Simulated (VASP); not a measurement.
# Nb3Ag (Fm-3m) in VASP: a series of runs

Nb3Ag is run at these levels: PBE; tasks: single point, relaxation of cell and atoms.

All numbers are computed with VASP 6.6.1; they aren't measurements. Logs are shortened: lines on timing, memory, paths and dates and some standing lists are left out, and cuts for length are marked.

### Step 1. The cell of the first run

It takes space group Fm-3m (No. 225, cubic). Conventional cell: a = 6.550 Å, b = 6.550 Å, c = 6.550 Å, α = 90.00°, β = 90.00°, γ = 90.00°. Nb (site symmetry -43m) has 10 Nb at 2.84 to 3.27 Å and 4 Ag at 2.84 Å within 3.7 Å. Within 3.7 Å of Nb (site symmetry m-3m) lie 8 Nb at 2.84 Å and 6 Ag at 3.27 Å. Ag (site symmetry m-3m) has 14 Nb at 2.84 to 3.27 Å within 3.7 Å.

### Step 2. Single point, PBE

File INCAR:

```
  PREC = Accurate
  ENCUT = 520
  EDIFF = 1E-6
  ISMEAR = 0
  SIGMA = 0.1
  LREAL = False
  LASPH = True
  NELM = 80
  ALGO = Normal
  ISIF = 2
  LWAVE = False
  LCHARG = False
  GGA = PE
  NBANDS = 33
```

File KPOINTS:

```
Automatic mesh
0
Gamma
  4 4 4
```

File POSCAR:

```
Nb3Ag
1.0
    0.0000000000      3.2748450500      3.2748450500
    3.2748450500      0.0000000000      3.2748450500
    3.2748450500      3.2748450500      0.0000000000
Nb Ag
3 1
Direct
    0.7500000000      0.7500000000      0.7500000000
    0.5000000000      0.5000000000      0.5000000000
    0.2500000000      0.2500000000      0.2500000000
    0.0000000000      0.0000000000      0.0000000000
```

Potentials or basis: VASP PAW PBE potentials, release 64 (Nb_sv, Ag).

Launch:

```sh
$ cat potpaw_PBE.64/Nb_sv/POTCAR potpaw_PBE.64/Ag/POTCAR > POTCAR
$ mpirun -np 1 vasp_std > vasp.out
```

OUTCAR:

```text
PREC = Accurate
   ENCUT = 520
   EDIFF = 1E-6
   ISMEAR = 0
   LREAL = False
   LASPH = True
   NELM = 80
   ISIF = 2
   GGA = PE

 ion  position               nearest neighbor table
   1  0.750  0.750  0.750-   2 2.84   4 2.84   2 2.84   2 2.84   2 2.84   4 2.84   4 2.84   4 2.84

   2  0.500  0.500  0.500-   1 2.84   3 2.84   3 2.84   3 2.84   3 2.84   1 2.84   1 2.84   1 2.84
                             4 3.27   4 3.27   4 3.27   4 3.27   4 3.27   4 3.27
   3  0.250  0.250  0.250-   2 2.84   4 2.84   4 2.84   4 2.84   4 2.84   2 2.84   2 2.84   2 2.84

   4  0.000  0.000  0.000-   1 2.84   3 2.84   1 2.84   1 2.84   1 2.84   3 2.84   3 2.84   3 2.84
                             2 3.27   2 3.27   2 3.27   2 3.27   2 3.27   2 3.27

  LATTYP: Found a face centered cubic cell.
 ALAT       =     6.5496901000

  Lattice vectors:

 A1 = (   0.0000000000,   3.2748450500,   3.2748450500)
 A2 = (   3.2748450500,   0.0000000000,   3.2748450500)
 A3 = (   3.2748450500,   3.2748450500,   0.0000000000)

Analysis of symmetry for initial positions (statically):
=====================================================================
 Subroutine PRICEL returns:
 Original cell was already a primitive cell.

 Routine SETGRP: Setting up the symmetry group for a
 face centered cubic supercell.

 Subroutine GETGRP returns: Found 48 space group operations
 (whereof 48 operations were pure point group operations)
 out of a pool of 48 trial point group operations.

The static configuration has the point symmetry O_h .

Analysis of symmetry for dynamics (positions and initial velocities):
=====================================================================
 Subroutine PRICEL returns:
 Original cell was already a primitive cell.

 Routine SETGRP: Setting up the symmetry group for a
 face centered cubic supercell.

 Subroutine GETGRP returns: Found 48 space group operations
 (whereof 48 operations were pure point group operations)
 out of a pool of 48 trial point group operations.

The dynamic configuration has the point symmetry O_h .

 Subroutine INISYM returns: Found 48 space group operations
 (whereof 48 operations are pure point group operations),
 and found     1 'primitive' translations

----------------------------------------------------------------------------------------
[... 77 lines left out ...]
   LASPH  =      T    aspherical Exc in radial PAW
   ENCUT  =  520.0 eV  38.22 Ry    6.18 a.u.   8.61  8.61  8.61*2*pi/ulx,y,z
   NELM   =     80;   NELMIN=  2; NELMDL= -5     # of ELM steps
   EDIFF  = 0.1E-05   stopping-criterion for ELM
   LREAL  =      F    real-space projection
   EDIFFG = 0.1E-04   stopping-criterion for IOM
   NSW    =      0    number of steps for IOM
   IBRION =     -1    ionic relax: 0-MD 1-quasi-New 2-CG
   NFREE  =      0    steps in history (QN), initial steepest desc. (CG)
   ISIF   =      2    stress and relaxation
   ISYM   =      2    0-nonsym 1-usesym 2-fastsym
   POTIM  = 0.5000    time-step for ionic-motion
   TEBEG  =    0.0;   TEEND  =   0.0 temperature during run
   PSTRESS=    0.0 pullay stress
   NELECT =      50.0000    total number of electrons
   NUPDOWN=      -1.0000    fix difference up-down
   EMIN   =  10.00;   EMAX   =-10.00  energy-range for DOS
   EFERMI =   0.00;   METHOD = LEGACY
   ISMEAR =     0;   SIGMA  =   0.10  broadening in eV -4-tet -1-fermi 0-gaus
   EFERMI_NEDOS =   21; number of points for ismear=-14 and -15
   IALGO  =     38    algorithm
   IMIX   =      4    mixing-type and parameters
     AMIX     =   0.40;   BMIX     =  1.00
     AMIX_MAG =   1.60;   BMIX_MAG =  1.00
  volume/ion in A,a.u.               =      17.56       118.51
  Fermi-wavevector in a.u.,A,eV,Ry     =   1.461720  2.762250 29.070538  2.136624
  Thomas-Fermi vector in A             =   2.578018
   LORBIT       =      0    0 simple, 1 ext, 2 COOP (PROOUT), +10 PAW based schemes
   GGA     = PE    functional components
   LHFCALC =     F    Hartree Fock is set to
   AEXX    =    0.0000 exact exchange contribution
   IVDW    =     0    specifies the selected vdW correction
   LEPSILON=     F    determine dielectric tensor
   LRPA    =     F    only Hartree local field effects (RPA)
 non-spin polarized calculation
 Gauss-broadening in eV      SIGMA  =   0.10
  energy-cutoff  :      520.00
  volume of cell :       70.24
 maximum number of plane-waves:      1924
 NGX is ok and might be reduce to    36
   NGX = 17   NGY = 17   NGZ = 17

 number of electron      50.0000004 magnetization

 Free energy of the ion-electron system (eV)
  ---------------------------------------------------
  ext. energy  EPLUGINS =         0.00000000
  ---------------------------------------------------
  free energy    TOTEN  =       -32.10558205 eV

  energy without entropy =      -32.06854483  energy(sigma->0) =      -32.08706344

 E-fermi :  11.0890     XC(G=0): -12.5256

 val. band max:       11.0580102555   @ k =  -0.2500   0.2500   0.0000
 cond. band min:      11.1023682799   @ k =   0.2500   0.2500   0.0000
 fundamental gap:      0.0443580245
 Fermi energy:        11.0889795628

 k-point     1 :       0.0000    0.0000    0.0000
  band No.  band energies     occupation
      1     -43.8224      2.00000
      2     -43.7234      2.00000
      3     -43.0765      2.00000
      4     -19.9500      2.00000
      5     -19.9500      2.00000
      6     -19.9500      2.00000
[... 277 lines left out ...]
     32      14.3163      0.00000
     33      14.3164      0.00000

------------------------ aborting loop because EDIFF is reached ----------------------------------------

  FORCE on cell =-STRESS in cart. coord.  units (eV):
  Direction    XX          YY          ZZ          XY          YZ          ZX
  --------------------------------------------------------------------------------------
  -------------------------------------------------------------------------------------
  Total        2.4219505      2.4219505      2.4219505     -0.0000000     -0.0000000     -0.0000000
  in kB       55.2425323     55.2425323     55.2425323     -0.0000000     -0.0000000     -0.0000000
  external PRESSURE =      55.2425323 kB  Pullay stress =       0.0000000 kB

 VOLUME and BASIS-vectors are now :
 -----------------------------------------------------------------------------
  energy-cutoff  :      520.00
  volume of cell :       70.24
      direct lattice vectors                 reciprocal lattice vectors
     0.000000000  3.274845050  3.274845050    -0.152678979  0.152678979  0.152678979
     3.274845050  0.000000000  3.274845050     0.152678979 -0.152678979  0.152678979
     3.274845050  3.274845050  0.000000000     0.152678979  0.152678979 -0.152678979

 POSITION                                       TOTAL-FORCE (eV/Angst)
 -----------------------------------------------------------------------------------
      4.91227      4.91227      4.91227        -0.000000      0.000000     -0.000000
      3.27485      3.27485      3.27485        -0.000000     -0.000000      0.000000
      1.63742      1.63742      1.63742         0.000000      0.000000      0.000000
      0.00000      0.00000      0.00000        -0.000000     -0.000000      0.000000
 -----------------------------------------------------------------------------------
    total drift:                                0.000000      0.000000      0.000000

  FREE ENERGIE OF THE ION-ELECTRON SYSTEM (eV)
  ---------------------------------------------------
  free  energy   TOTEN  =       -32.1055820489 eV

  energy  without entropy=      -32.0685448260  energy(sigma->0) =      -32.08706344
```

OSZICAR:

```text
N       E                     dE             d eps       ncg     rms          rms(c)
DAV:   1     0.588931380656E+03    0.58893E+03   -0.27112E+04   544   0.159E+03
DAV:   2     0.111124160525E+02   -0.57782E+03   -0.56009E+03   614   0.608E+02
DAV:   3    -0.319632503501E+02   -0.43076E+02   -0.41713E+02   984   0.120E+02
DAV:   4    -0.344335050687E+02   -0.24703E+01   -0.24352E+01   816   0.258E+01
DAV:   5    -0.345599296572E+02   -0.12642E+00   -0.12609E+00   928   0.590E+00    0.146E+01
DAV:   6    -0.326898659904E+02    0.18701E+01   -0.11118E+01   696   0.309E+01    0.990E+00
DAV:   7    -0.321495639896E+02    0.54030E+00   -0.24077E+00   863   0.142E+01    0.334E+00
DAV:   8    -0.321247087081E+02    0.24855E-01   -0.72961E-01   872   0.655E+00    0.190E+00
DAV:   9    -0.321010929271E+02    0.23616E-01   -0.12888E-01   800   0.324E+00    0.140E+00
DAV:  10    -0.321075012432E+02   -0.64083E-02   -0.43699E-02   704   0.186E+00    0.362E-01
DAV:  11    -0.321055511415E+02    0.19501E-02   -0.10387E-02   744   0.885E-01    0.119E-01
DAV:  12    -0.321056029914E+02   -0.51850E-04   -0.14051E-03   920   0.235E-01    0.553E-02
DAV:  13    -0.321055901554E+02    0.12836E-04   -0.78431E-05   848   0.806E-02    0.186E-02
DAV:  14    -0.321055820328E+02    0.81226E-05   -0.19529E-05   896   0.361E-02    0.531E-03
DAV:  15    -0.321055820489E+02   -0.16053E-07   -0.11028E-06   456   0.124E-02
   1 F= -.32105582E+02 E0= -.32087063E+02  d E =-.370372E-01
```

stdout:

```text
POSCAR found type information on POSCAR NbAg
 POSCAR found :  2 types and       4 ions
 scaLAPACK will be used
 LDA part: xc-table for (Slater+PW92), standard interpolation
 POSCAR, INCAR and KPOINTS ok, starting setup
 FFT: planning ... GRIDC
 FFT: planning ... GRID_SOFT
 FFT: planning ... GRID
 WAVECAR not read
 entering main loop
```

Run time: 21 s. Hardware: 1 thread of Intel Xeon 6975P-C (Granite Rapids), shared host; peak memory 0.2 GiB.

Results:

| Item | Value |
| --- | --- |
| Free energy | -32.1056 eV |
| Pressure | 5.5 GPa |
| Band gap on the k mesh | zero (band 25 reaches 11.24 eV, above the bottom of band 26 at 10.52 eV) |

Caveat: the k points lie up to 0.42 Å⁻¹ apart.

### Step 3. Single point, PBE

This run uses another cell than the first one, of 18.17 Å³/atom, 1.035 times its volume.

File INCAR:

```
SYSTEM = Nb3Ag
PREC = Accurate
ENCUT = 520
EDIFF = 1E-6
ISMEAR = 0
SIGMA = 0.1
LREAL = .FALSE.
LASPH = .TRUE.
NELM = 100
ALGO = Normal
ISIF = 2
LWAVE = .FALSE.
LCHARG = .TRUE.
GGA = PE
LELF = .TRUE.
LVHAR = .TRUE.
NBANDS = 33
```

File KPOINTS:

```
regular mesh
0
G
  4 4 4
  0 0 0
```

File POSCAR:

```
Nb3Ag
1.0
    0.0000000000      3.3125120630      3.3125120630
    3.3125120630      0.0000000000      3.3125120630
    3.3125120630      3.3125120630      0.0000000000
Nb Ag
3 1
Direct
    0.7500000000      0.7500000000      0.7500000000
    0.5000000000      0.5000000000      0.5000000000
    0.2500000000      0.2500000000      0.2500000000
    0.0000000000      0.0000000000      0.0000000000
```

Potentials or basis: VASP PAW PBE potentials, release 64 (Nb_sv, Ag).

Launch:

```sh
$ cat potpaw_PBE.64/Nb_sv/POTCAR potpaw_PBE.64/Ag/POTCAR > POTCAR
$ mpirun -np 1 vasp_std > vasp.out
```

It took 22 s on 1 thread of Intel Xeon 6975P-C (Granite Rapids), shared host; peak memory 0.2 GiB.

It converged, with:

```yaml
Free_energy: -32.1453 eV
Pressure: -0.4 GPa
Band_gap_on_the_k_mesh: zero (band 25 reaches 10.77 eV, above the bottom of band 26 at 10.05 eV)
```

Levels at points of the mesh, in eV from the Fermi level:
```csv
k point,band 21,band 22,band 23,band 24,band 25,band 26,band 27,band 28,band 29,band 30
"(0.00, 0.00, 0.00)",-1.97,-1.61,-1.61,-0.53,-0.53,-0.53,3.29,3.29,3.29,3.30
"(0.50, 0.00, 0.00)",-2.23,-1.53,-1.44,-1.44,0.13,0.13,1.07,1.07,1.44,2.96
"(0.50, 0.50, 0.00)",-1.40,-1.06,-0.97,-0.97,0.19,0.19,1.24,1.36,1.36,2.05
```

Caveat: the k points lie up to 0.41 Å⁻¹ apart.

### Step 4. Relaxation of cell and atoms, PBE

File INCAR:

```
SYSTEM = Nb3Ag
PREC = Accurate
ENCUT = 600
EDIFF = 1E-6
ISMEAR = 0
SIGMA = 0.1
LREAL = .FALSE.
LASPH = .TRUE.
NELM = 80
ALGO = Normal
ISIF = 3
LWAVE = .FALSE.
LCHARG = .FALSE.
GGA = PE
IBRION = 2
NSW = 90
EDIFFG = -0.04
```

File KPOINTS:

```
Automatic mesh
0
G
  4 4 4
  0 0 0
```

File POSCAR:

```
Nb3Ag
1.0
    0.0000000000      3.2748450500      3.2748450500
    3.2748450500      0.0000000000      3.2748450500
    3.2748450500      3.2748450500      0.0000000000
Nb Ag
3 1
Direct
    0.7500000000      0.7500000000      0.7500000000
    0.5000000000      0.5000000000      0.5000000000
    0.2500000000      0.2500000000      0.2500000000
    0.0000000000      0.0000000000      0.0000000000
```

Launch:

```sh
$ cat potpaw_PBE.64/Nb_sv/POTCAR potpaw_PBE.64/Ag/POTCAR > POTCAR
$ mpirun -np 1 vasp_std > vasp.out
```

Wall time 74 s (1 thread of Intel Xeon 6975P-C (Granite Rapids), shared host); peak memory 0.24 GiB.

It converged, with:

| Quantity | Value |
| --- | --- |
| Free energy | -32.1435 eV |
| Relaxed volume | 18.14 Å³/atom |
| Relaxed cell | a = 4.682 Å, b = 4.682 Å, c = 4.682 Å, α = 60.00°, β = 60.00°, γ = 60.00° |
| Space group after relaxing (to 0.05 Å) | Fm-3m (No. 225) |
| Energy gained by relaxing | 9.6 meV/atom |
| Ionic steps | 3 |
| Pressure after relaxing | -0.1 GPa |
| Band gap on the k mesh | zero (band 25 reaches 10.80 eV, above the bottom of band 26 at 10.08 eV) |

Step by step:
```
step  energy change (eV)  largest force (eV/Å)  pressure (GPa)  volume (Å³)
   1              0.0000                0.0000            5.54        70.24
   2              0.0657                0.0000           -7.80        76.60
   3             -0.0384                0.0000           -0.07        72.56
```

Final structure:
```cif
data_structure
_symmetry_space_group_name_H-M 'P 1'
_symmetry_Int_Tables_number 1
_cell_length_a 4.6818
_cell_length_b 4.6818
_cell_length_c 4.6818
_cell_angle_alpha 60.000
_cell_angle_beta 60.000
_cell_angle_gamma 60.000
_cell_volume 72.56
loop_
_atom_site_label
_atom_site_type_symbol
_atom_site_fract_x
_atom_site_fract_y
_atom_site_fract_z
_atom_site_occupancy
Nb1 Nb 0.75000 0.75000 0.75000 1
Nb2 Nb 0.50000 0.50000 0.50000 1
Nb3 Nb 0.25000 0.25000 0.25000 1
Ag1 Ag 0.00000 0.00000 0.00000 1
```

Levels at points of the mesh, in eV from the Fermi level:
```csv
k point,band 23,band 24,band 25,band 26,band 27,band 28
"(0.00, 0.00, 0.00)",-1.61,-0.53,-0.53,-0.53,3.30,3.30
"(0.50, 0.00, 0.00)",-1.44,-1.44,0.13,0.13,1.07,1.07
"(0.50, 0.50, 0.00)",-0.98,-0.98,0.19,0.19,1.24,1.36
```

Caveat: the k points lie up to 0.41 Å⁻¹ apart in the final cell.

### Step 5. Summary

```csv
task,cell,cutoff (eV),gap on the mesh (eV),pressure (GPa)
single point,"a = 4.631 Å, angles 60.0°, 4 atoms",520,none,5.5
single point,"a = 4.685 Å, angles 60.0°, 4 atoms",520,none,-0.4
relaxation of cell and atoms,"relaxed from a = 4.631 Å, angles 60.0°, 4 atoms",600,none,-0.1
```

Alike in all rows: level PBE; potentials or basis VASP PAW PBE potentials, release 64 (Nb_sv, Ag); no spin polarisation; k mesh 4 × 4 × 4; smearing gaussian 0.1 eV.

Caveats: all runs use coarse meshes.

Absolute energies hang on the potentials; compare differences alone.
